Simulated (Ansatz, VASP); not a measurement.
Two plane-wave programs on Ni

```
Ni
1.0
     0.00000    1.76194    1.76194
     1.76194    0.00000    1.76194
     1.76194    1.76194    0.00000
Ni
1
Direct
  0.00000 0.00000 0.00000
```

Alike in both runs: task single point; functional LDA; k mesh 16 × 16 × 16; occupations fermi-dirac, width 0.1 eV; no spin polarisation.

|  | VASP | Ansatz |
| --- | --- | --- |
| version | VASP 6.6.1 | Ansatz 0.2.0 |
| potentials or method | VASP PAW LDA potentials, release 64 (Ni) | PAW with Ansatz's default frozen-core files, scalar-relativistic |
| plane-wave cutoff (eV) | 520 | 420 |
| valence electrons in the cell | 10 | 18 |

Ansatz gave:

* pressure (GPa): -18.3

Estimate VASP's values.

pressure (GPa): -18.0.

LDA's correlation is that of Perdew and Zunger in VASP and of Perdew and Wang (1992) in Ansatz. VASP's potentials hold 10 valence electrons a cell and Ansatz's 18, so a difference there can come from the potentials and not from the codes.
